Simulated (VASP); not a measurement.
# Rh in VASP: a series of runs

Runs on Rh. Level: PBEsol. Tasks: single point.

All numbers are computed with VASP 6.6.1; they aren't measurements. Logs are shortened: lines on timing, memory, paths and dates and some standing lists are left out, and cuts for length are marked.

### Step 1. The cell of the first run

It takes space group Cmcm (No. 63, orthorhombic). Conventional cell: a = 2.731 Å, b = 4.730 Å, c = 4.428 Å, α = 90.00°, β = 90.00°, γ = 90.00°. Rh (site symmetry m2m) has 12 Rh at 2.68 to 2.81 Å within 3.5 Å.

### Step 2. Single point, PBEsol (atom 1 (Rh) moved by (+0.000, +0.150) A along x and y)

File INCAR:

```
SYSTEM = Rh
PREC = Accurate
ENCUT = 520
EDIFF = 1E-6
ISMEAR = 0
SIGMA = 0.15
LREAL = .False.
LASPH = .True.
NELM = 100
ALGO = Fast
ISIF = 2
LWAVE = .False.
LCHARG = .False.
GGA = PS
NBANDS = 22
```

File KPOINTS:

```
Automatic mesh
0
Gamma
  18 18 12
  0 0 0
```

File POSCAR:

```
Rh
1.0
    2.7309790422      0.0000000000      0.0000000000
   -1.3654895211      2.3650972278      0.0000000000
    0.0000000000      0.0000000000      4.4284890000
Rh
2
Direct
    0.6983778366      0.3967556731      0.7500000000
    0.3333333333      0.6666666667      0.2500000000
```

Potentials or basis: VASP PAW PBE potentials, release 64 (Rh_pv).

Launch:

```bash
> cat potpaw_PBE.64/Rh_pv/POTCAR > POTCAR
> mpirun -np 1 vasp_std > vasp.out
```

OUTCAR:

```text
SYSTEM = Rh
   PREC = Accurate
   ENCUT = 520
   EDIFF = 1E-6
   ISMEAR = 0
   LREAL = .False.
   LASPH = .True.
   NELM = 100
   ISIF = 2
   GGA = PS

 ion  position               nearest neighbor table
   1  0.698  0.397  0.750-   2 2.68   2 2.68   2 2.68   2 2.68   2 2.81   2 2.81
   2  0.333  0.667  0.250-   1 2.68   1 2.68   1 2.68   1 2.68   1 2.81   1 2.81

  LATTYP: Found a hexagonal cell.
 ALAT       =     2.7309790422
 C/A-ratio  =     1.6215756077

  Lattice vectors:

 A1 = (   2.7309790422,   0.0000000000,   0.0000000000)
 A2 = (  -1.3654895211,   2.3650972278,   0.0000000000)
 A3 = (   0.0000000000,   0.0000000000,   4.4284890000)

Analysis of symmetry for initial positions (statically):
=====================================================================
 Subroutine PRICEL returns:
 Original cell was already a primitive cell.

 Routine SETGRP: Setting up the symmetry group for a
 hexagonal supercell.

 Subroutine GETGRP returns: Found  8 space group operations
 (whereof  2 operations were pure point group operations)
 out of a pool of 24 trial point group operations.

The static configuration has the point symmetry C_1h.
 The point group associated with its full space group is D_2h.

Analysis of symmetry for dynamics (positions and initial velocities):
=====================================================================
 Subroutine PRICEL returns:
 Original cell was already a primitive cell.

 Routine SETGRP: Setting up the symmetry group for a
 hexagonal supercell.

 Subroutine GETGRP returns: Found  8 space group operations
 (whereof  2 operations were pure point group operations)
 out of a pool of 24 trial point group operations.

The dynamic configuration has the point symmetry C_1h.
 The point group associated with its full space group is D_2h.

 Subroutine INISYM returns: Found  8 space group operations
 (whereof  2 operations are pure point group operations),
 and found     1 'primitive' translations

----------------------------------------------------------------------------------------

                                     Primitive cell

  volume of cell :      28.6037

  direct lattice vectors                    reciprocal lattice vectors
     2.730979042  0.000000000  0.000000000     0.366169049  0.211407799  0.000000000
    -1.365489521  2.365097228  0.000000000     0.000000000  0.422815599  0.000000000
     0.000000000  0.000000000  4.428489000     0.000000000  0.000000000  0.225810655

  length of vectors
     2.730979042  2.730979042  4.428489000     0.422815599  0.422815599  0.225810655

  position of ions in fractional coordinates (direct lattice)
     0.698377837  0.396755673  0.750000000
     0.333333333  0.666666667  0.250000000

  ion indices of the primitive-cell ions
   primitive index   ion index
                 1           1
                 2           2

----------------------------------------------------------------------------------------

 KPOINTS: Automatic mesh

Automatic generation of k-mesh.
 Grid dimensions read from file:
 generate k-points for:   18   18   12

 Generating k-lattice:

  Cartesian coordinates                     Fractional coordinates (reciprocal lattice)
     0.020342725  0.011744878  0.000000000     0.055555556  0.000000000  0.000000000
     0.000000000  0.023489755  0.000000000     0.000000000  0.055555556  0.000000000
     0.000000000  0.000000000  0.018817555     0.000000000  0.000000000  0.083333333

  Length of vectors
     0.023489755  0.023489755  0.018817555

  Shift w.r.t. Gamma in fractional coordinates (k-lattice)
     0.000000000  0.000000000  0.000000000

 Subroutine IBZKPT returns following result:
 ===========================================

 Found    637 irreducible k-points:

 Following reciprocal coordinates:
            Coordinates               Weight
  0.000000  0.000000  0.000000      1.000000
  0.055556  0.000000  0.000000      4.000000
  0.000000  0.055556  0.000000      2.000000
  0.111111  0.000000  0.000000      4.000000
  0.000000  0.111111  0.000000      2.000000
  0.166667  0.000000  0.000000      4.000000
[... 16 lines left out ...]
 -0.055556  0.166667  0.000000      4.000000
 -0.166667  0.111111  0.000000      4.000000
 [... further k-points ...]
   k-points           NKPTS =    637   k-points in BZ     NKDIM =    637   number of bands    NBANDS=     22
   number of dos      NEDOS =    301   number of ions     NIONS =      2
   total plane-waves  NPLWV =  14400
   dimension x,y,z NGX =    20 NGY =   20 NGZ =   36
   dimension x,y,z NGXF=    40 NGYF=   40 NGZF=   72
   ions per type =               2
   NGX,Y,Z   is equivalent  to a cutoff of  12.17, 12.17, 13.51 a.u.
   NGXF,Y,Z  is equivalent  to a cutoff of  24.35, 24.35, 27.03 a.u.
 SYSTEM =  Rh
   PREC   = accura    normal or accurate (medium, high low for compatibility)
   ISTART =      0    job   : 0-new  1-cont  2-samecut
   ICHARG =      2    charge: 1-file 2-atom 10-const
   ISPIN  =      1    spin polarized calculation?
   LNONCOLLINEAR =      F non collinear calculations
   LSORBIT =      F    spin-orbit coupling
   LASPH  =      T    aspherical Exc in radial PAW
   ENCUT  =  520.0 eV  38.22 Ry    6.18 a.u.   5.08  5.08  8.23*2*pi/ulx,y,z
   NELM   =    100;   NELMIN=  2; NELMDL= -5     # of ELM steps
   EDIFF  = 0.1E-05   stopping-criterion for ELM
   LREAL  =      F    real-space projection
   EDIFFG = 0.1E-04   stopping-criterion for IOM
   NSW    =      0    number of steps for IOM
   IBRION =     -1    ionic relax: 0-MD 1-quasi-New 2-CG
   NFREE  =      0    steps in history (QN), initial steepest desc. (CG)
   ISIF   =      2    stress and relaxation
   ISYM   =      2    0-nonsym 1-usesym 2-fastsym
   POTIM  = 0.5000    time-step for ionic-motion
   TEBEG  =    0.0;   TEEND  =   0.0 temperature during run
   PSTRESS=    0.0 pullay stress
   NELECT =      30.0000    total number of electrons
   NUPDOWN=      -1.0000    fix difference up-down
   EMIN   =  10.00;   EMAX   =-10.00  energy-range for DOS
   EFERMI =   0.00;   METHOD = LEGACY
   ISMEAR =     0;   SIGMA  =   0.15  broadening in eV -4-tet -1-fermi 0-gaus
   EFERMI_NEDOS =   21; number of points for ismear=-14 and -15
   IALGO  =     68    algorithm
   IMIX   =      4    mixing-type and parameters
     AMIX     =   0.40;   BMIX     =  1.00
     AMIX_MAG =   1.60;   BMIX_MAG =  1.00
  volume/ion in A,a.u.               =      14.30        96.51
  Fermi-wavevector in a.u.,A,eV,Ry     =   1.663314  3.143208 37.642066  2.766614
  Thomas-Fermi vector in A             =   2.750053
   LORBIT       =      0    0 simple, 1 ext, 2 COOP (PROOUT), +10 PAW based schemes
   GGA     = PS    functional components
   LHFCALC =     F    Hartree Fock is set to
   AEXX    =    0.0000 exact exchange contribution
   IVDW    =     0    specifies the selected vdW correction
   LEPSILON=     F    determine dielectric tensor
   LRPA    =     F    only Hartree local field effects (RPA)
 non-spin polarized calculation
 RMM-DIIS sequential band-by-band and
 Gauss-broadening in eV      SIGMA  =   0.15
  energy-cutoff  :      520.00
  volume of cell :       28.60
 maximum number of plane-waves:       785
   NGX = 11   NGY = 11   NGZ = 17

 number of electron      29.9999999 magnetization

 Free energy of the ion-electron system (eV)
  ---------------------------------------------------
  ext. energy  EPLUGINS =         0.00000000
  ---------------------------------------------------
  free energy    TOTEN  =       -16.10732847 eV

  energy without entropy =      -16.06619311  energy(sigma->0) =      -16.08676079

 E-fermi :  11.1192     XC(G=0): -13.9623

 val. band max:       11.1188523701   @ k =  -0.2222   0.1111   0.0000
 cond. band min:      11.1197498123   @ k =  -0.1111   0.5000   0.2500
 fundamental gap:      0.0008974423
 Fermi energy:        11.1191524358

 k-point     1 :       0.0000    0.0000    0.0000
  band No.  band energies     occupation
      1     -35.8766      2.00000
      2     -35.3303      2.00000
      3     -35.2463      2.00000
      4     -35.2093      2.00000
      5     -35.2026      2.00000
      6     -35.1918      2.00000
[... 14 lines left out ...]
     21      29.0927      0.00000
     22      29.5198      0.00000

 k-point     2 :       0.0556    0.0000    0.0000
  band No.  band energies     occupation
      1     -35.8699      2.00000
      2     -35.3419      2.00000
      3     -35.2546      2.00000
      4     -35.2157      2.00000
      5     -35.2123      2.00000
      6     -35.1953      2.00000
[... 14 lines left out ...]
     21      29.2268      0.00000
     22      29.6347      0.00000

 k-point     3 :       0.0000    0.0556    0.0000
  band No.  band energies     occupation
      1     -35.8712      2.00000
      2     -35.3345      2.00000
      3     -35.2616      2.00000
      4     -35.2110      2.00000
      5     -35.2059      2.00000
      6     -35.2054      2.00000
[... 14 lines left out ...]
     21      29.1891      0.00000
     22      29.5046      0.00000

 k-point     4 :       0.1111    0.0000    0.0000
  band No.  band energies     occupation
      1     -35.8503      2.00000
      2     -35.3773      2.00000
      3     -35.2776      2.00000
      4     -35.2558      2.00000
      5     -35.2213      2.00000
      6     -35.2018      2.00000
[... 14 lines left out ...]
     21      29.5956      0.00000
     22      29.7887      0.00000

 k-point     5 :       0.0000    0.1111    0.0000
  band No.  band energies     occupation
      1     -35.8554      2.00000
      2     -35.3466      2.00000
      3     -35.3057      2.00000
      4     -35.2464      2.00000
      5     -35.2159      2.00000
      6     -35.2134      2.00000
[... 417 lines left out ...]
 k-point    22 :       0.1111    0.0556    0.0000
  band No.  band energies     occupation
      1     -35.8349      2.00000
      2     -35.3982      2.00000
      3     -35.3094      2.00000
      4     -35.2885      2.00000
      5     -35.2265      2.00000
      6     -35.2144      2.00000
[... 14 lines left out ...]
     21      29.0077      0.00000
     22      29.8181      0.00000

 k-point    23 :      -0.0556    0.1667    0.0000
  band No.  band energies     occupation
      1     -35.8389      2.00000
      2     -35.3732      2.00000
      3     -35.3351      2.00000
      4     -35.2804      2.00000
      5     -35.2223      2.00000
      6     -35.2216      2.00000
[... 14 lines left out ...]
     21      28.6473      0.00000
     22      29.6310      0.00000

 k-point    24 :      -0.1667    0.1111    0.0000
  band No.  band energies     occupation
      1     -35.8287      2.00000
      2     -35.4168      2.00000
      3     -35.3207      2.00000
      4     -35.2634      2.00000
      5     -35.2330      2.00000
      6     -35.2100      2.00000
[... 14 lines left out ...]
     21      29.1390      0.00000
     22      29.9685      0.00000

 [... further k-points ...]

------------------------ aborting loop because EDIFF is reached ----------------------------------------

  FORCE on cell =-STRESS in cart. coord.  units (eV):
  Direction    XX          YY          ZZ          XY          YZ          ZX
  --------------------------------------------------------------------------------------
  -------------------------------------------------------------------------------------
  Total       -2.1046979     -2.4741805     -2.3658013      0.0000000     -0.0000000      0.0000000
  in kB     -117.8901191   -138.5858915   -132.5152639      0.0000000     -0.0000000      0.0000000
  external PRESSURE =    -129.6637581 kB  Pullay stress =       0.0000000 kB

 VOLUME and BASIS-vectors are now :
 -----------------------------------------------------------------------------
  energy-cutoff  :      520.00
  volume of cell :       28.60
      direct lattice vectors                 reciprocal lattice vectors
     2.730979042  0.000000000  0.000000000     0.366169049  0.211407799  0.000000000
    -1.365489521  2.365097228  0.000000000     0.000000000  0.422815599  0.000000000
     0.000000000  0.000000000  4.428489000     0.000000000  0.000000000  0.225810655

 POSITION                                       TOTAL-FORCE (eV/Angst)
 -----------------------------------------------------------------------------------
      1.36549      0.93837      3.32137         0.000000     -0.491025      0.000000
     -0.00000      1.57673      1.10712         0.000000      0.491025     -0.000000
 -----------------------------------------------------------------------------------
    total drift:                               -0.000000      0.000007     -0.000000

  FREE ENERGIE OF THE ION-ELECTRON SYSTEM (eV)
  ---------------------------------------------------
  free  energy   TOTEN  =       -16.1073284669 eV

  energy  without entropy=      -16.0661931128  energy(sigma->0) =      -16.08676079
```

Run time: 8.1 min. Hardware: 1 thread of Intel Xeon 8259CL, shared host; peak memory 0.39 GiB.

What came out:

| Property | Result |
| --- | --- |
| Free energy | -16.1073 eV |
| Pressure | -13.0 GPa |
| Largest force | 0.491 eV/Å |
| Band gap on the k mesh | zero (bands 15 and 16 overlap by 2.32 eV) |

Forces in eV/Å, atoms in the order of the input:
```
Rh   0.000 -0.491  0.000
Rh   0.000  0.491  0.000
```

Levels at points of the mesh, in eV from the Fermi level:
| k point | band 13 | band 14 | band 15 | band 16 | band 17 | band 18 |
| --- | --- | --- | --- | --- | --- | --- |
| (0.00, 0.00, 0.00) | -2.25 | -2.11 | -1.37 | -0.23 | 0.48 | 0.69 |
| (0.50, 0.00, 0.00) | -2.19 | 0.40 | 0.47 | 0.75 | 3.12 | 4.71 |
| (0.00, 0.50, 0.00) | -1.65 | 0.53 | 0.62 | 0.68 | 2.46 | 5.34 |
| (0.00, 0.00, 0.50) | -2.88 | -2.88 | -0.54 | -0.54 | -0.30 | -0.30 |
| (0.50, 0.00, 0.50) | -0.02 | -0.02 | 0.60 | 0.60 | 2.35 | 2.35 |
| (0.00, 0.50, 0.50) | -0.73 | -0.73 | 0.62 | 0.62 | 3.08 | 3.08 |

Caveat: the cell differs from its parent crystal (atom 1 (Rh) moved by (+0.000, +0.150) A along x and y); the cell stands under tension; the PAW data sets were made with another functional, which shifts forces and pressure a little.

### Step 3. Single point, PBEsol (atom 1 (Rh) moved by (-0.300, -0.300) A along x and y)

File INCAR:

```
SYSTEM = Rh
ALGO = Fast
EDIFF = 1E-7
ENCUT = 520
GGA = PS
ISIF = 2
ISMEAR = 0
LASPH = .TRUE.
LCHARG = .TRUE.
LELF = .TRUE.
LREAL = .FALSE.
LVHAR = .TRUE.
LWAVE = .FALSE.
NBANDS = 22
NELM = 60
PREC = Accurate
SIGMA = 0.15
```

File KPOINTS:

```
k-points
0
G
  18 18 12
  0 0 0
```

POSCAR: that of step 2 with these lines changed.

```diff
@@ -8,3 +8,3 @@
 Direct
-    0.6983778366      0.3967556731      0.7500000000
+    0.4933936120      0.2064886538      0.7500000000
     0.3333333333      0.6666666667      0.2500000000
```

Potentials or basis: VASP PAW PBE potentials, release 64 (Rh_pv).

Launch:

```bash
> cat potpaw_PBE.64/Rh_pv/POTCAR > POTCAR
> mpirun -np 1 vasp_std > vasp.out
```

It took 17 min on 1 thread of Intel Xeon 8259CL, shared host; peak memory 0.61 GiB.

Results (log left out):

| Quantity | Value |
| --- | --- |
| Free energy | -15.8884 eV |
| Pressure | -9.7 GPa |
| Largest force | 0.981 eV/Å |
| Band gap on the k mesh | zero (bands 15 and 16 overlap by 2.23 eV) |

Forces on the atoms (eV/Å):
```
Rh   0.590  0.784  0.000
Rh  -0.590 -0.784  0.000
```

Stress tensor (GPa, compression positive):
```
-15.19  -0.24   0.00
 -0.24 -11.05   0.00
  0.00   0.00  -2.89
```

Levels at points of the mesh, in eV from the Fermi level:
| k point | band 11 | band 12 | band 13 | band 14 | band 15 | band 16 | band 17 | band 18 | band 19 | band 20 |
| --- | --- | --- | --- | --- | --- | --- | --- | --- | --- | --- |
| (0.00, 0.00, 0.00) | -2.44 | -2.35 | -2.14 | -1.90 | -0.75 | -0.43 | 0.82 | 1.03 | 8.41 | 15.72 |
| (0.50, 0.00, 0.00) | -2.01 | -1.02 | -0.80 | 0.56 | 0.83 | 0.88 | 1.87 | 6.13 | 8.43 | 8.47 |
| (0.00, 0.50, 0.00) | -2.70 | -2.46 | -2.22 | 0.16 | 0.48 | 0.88 | 3.84 | 4.17 | 11.49 | 12.20 |
| (0.50, 0.50, 0.00) | -2.56 | -2.22 | -2.18 | -0.17 | 0.57 | 0.80 | 3.29 | 4.72 | 10.55 | 11.19 |
| (0.00, 0.00, 0.50) | -2.78 | -2.78 | -2.57 | -2.57 | -0.68 | -0.68 | -0.24 | -0.24 | 14.84 | 14.84 |
| (0.50, 0.00, 0.50) | -1.74 | -1.74 | -1.08 | -1.08 | 0.72 | 0.72 | 4.06 | 4.06 | 7.75 | 7.75 |
| (0.00, 0.50, 0.50) | -1.10 | -1.10 | 0.61 | 0.61 | 0.93 | 0.93 | 1.85 | 1.85 | 9.66 | 9.66 |
| (0.50, 0.50, 0.50) | -1.06 | -1.06 | 0.39 | 0.39 | 0.74 | 0.74 | 2.37 | 2.37 | 9.33 | 9.33 |

Caveat: the cell differs from its parent crystal (atom 1 (Rh) moved by (-0.300, -0.300) A along x and y); the cell stands under tension; the PAW data sets were made with another functional, which shifts forces and pressure a little.
